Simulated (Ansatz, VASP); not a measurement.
## KMgF3 in VASP and in Ansatz

The input INCAR:

```
SYSTEM = KMgF3
  ALGO = Normal
  EDIFF = 1E-7
  EDIFFG = -0.01
  ENCUT = 600
  GGA = PS
  IBRION = 2
  ISIF = 3
  ISMEAR = -1
  IVDW = 13
  LASPH = .True.
  LCHARG = .False.
  LREAL = .False.
  LWAVE = .False.
  NELM = 60
  NSW = 60
  PREC = Accurate
  SIGMA = 0.05
```

File KPOINTS:

```
k-points
0
Gamma
  7 7 7
  0 0 0
```

POSCAR

```
KMgF3
1.0
    3.9859000000      0.0000000000      0.0000000000
    0.0000000000      3.9859000000      0.0000000000
    0.0000000000      0.0000000000      3.9859000000
K Mg F
1 1 3
Direct
    0.5000000000      0.5000000000      0.5000000000
    0.0000000000      0.0000000000      0.0000000000
    0.0000000000      0.0000000000      0.5000000000
    0.0000000000      0.5000000000      0.0000000000
    0.5000000000      0.0000000000      0.0000000000
```

Contents of input.yaml:

```yaml
crystal:
  lattice:
    - [3.9859, 0.0, 0.0]
    - [0.0, 3.9859, 0.0]
    - [0.0, 0.0, 3.9859]
  atoms:
    - { symbol: K, position: [0.5, 0.5, 0.5] }
    - { symbol: Mg, position: [0.0, 0.0, 0.0] }
    - { symbol: F, position: [0.0, 0.0, 0.5] }
    - { symbol: F, position: [0.0, 0.5, 0.0] }
    - { symbol: F, position: [0.5, 0.0, 0.0] }
hamiltonian:
  xc: pbesol
  pseudopotentials: { kind: paw }
  dispersion: d4
kpoints:
  mp_grid: { grid: [7, 7, 7] }
scf:
  occupations: { method: fermi_dirac, width: 0.05 }
output:
  forces: true
  stress: true
  eigenvalues: true
relax:
  f_tol: 0.01
  max_steps: 40
  cell: { stress_tol: 0.05 }
```

Alike in both runs: task relaxation of cell and atoms; functional PBEsol; dispersion D4; k mesh 7 × 7 × 7; occupations fermi-dirac, width 0.05 eV; no spin polarisation.

|  | VASP | Ansatz |
| --- | --- | --- |
| version | VASP 6.6.1 | Ansatz 0.2.0 |
| potentials or method | VASP PAW PBE potentials, release 64 (K_sv, Mg, F) | Ansatz PAW |
| plane-wave cutoff (eV) | 600 | 420 |
| valence electrons in the cell | 32 | 40 |

Ansatz gave:

| Quantity | Value |
| --- | --- |
| gap on the k mesh at the Fermi level, each at its own relaxed structure (eV) | 7.21 |
| relaxed volume (Å³/atom) | 12.61 |
| relaxed length of the cell vector where the two differ most in proportion (Å) | 3.980 |

Q: Estimate VASP's values.

A: gap on the k mesh at the Fermi level, each at its own relaxed structure (eV): 7.24; relaxed volume (Å³/atom): 12.53; relaxed length of the cell vector where the two differ most in proportion (Å): 3.971.

VASP's potentials were made for PBE, not for PBEsol. VASP's potentials hold 32 valence electrons a cell and Ansatz's 40, so a difference there can come from the potentials and not from the codes.

Noted on Ansatz's run: odd divisions of the mesh miss points on the zone boundary, where band edges often lie, so the gap on the mesh can be too wide; the plane-wave basis is chosen anew once the cell has moved, so the energies of steps on either side of that aren't comparable.
